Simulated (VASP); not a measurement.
Input of a VASP 6.6.1 run:

INCAR

```
SYSTEM = AlP
ALGO = Normal
EDIFF = 1E-7
EDIFFG = -0.08
ENCUT = 500
GGA = PE
GGA_COMPAT = .False.
IBRION = 2
ISIF = 3
ISMEAR = 0
LASPH = .True.
LCHARG = .False.
LREAL = .False.
LWAVE = .False.
NELM = 120
NELMIN = 4
NSW = 36
PREC = Accurate
SIGMA = 0.2
```

The input KPOINTS:

```
k-points
0
Gamma
  7 7 7
  0 0 0
```

Contents of POSCAR:

```
AlP
1.0
    0.0000000000      2.4412685400      2.4412685400
    2.4412685400      0.0000000000      2.4412685400
    2.4412685400      2.4412685400      0.0000000000
Al P
1 1
Direct
    0.0000000000      0.0000000000      0.0000000000
    0.2500000000      0.2500000000      0.2500000000
```

Potentials or basis: VASP PAW PBE potentials, release 64 (Al, P).

Launch:

```bash
$ cat potpaw_PBE.64/Al/POTCAR potpaw_PBE.64/P/POTCAR > POTCAR
$ mpirun -np 1 vasp_std > vasp.out
```

**Question.** What does it give for the relaxed volume?

**Answer.** 20.96 Å³/atom.

**Question.** Predict the relaxed cell.

**Answer.** a = 3.899 Å, b = 3.899 Å, c = 3.899 Å, α = 60.00°, β = 60.00°, γ = 60.00°.

Final structure:
```yaml
crystal:
  lattice:
    - [0.00000, 2.75706, 2.75706]
    - [2.75706, 0.00000, 2.75706]
    - [2.75706, 2.75706, 0.00000]
  atoms:
    - { symbol: Al, position: [0.00000, 0.00000, 0.00000] }
    - { symbol: P, position: [0.25000, 0.25000, 0.25000] }
```

Caveat: the volume moved by over 15 % at a fixed basis, so the end points are rough.
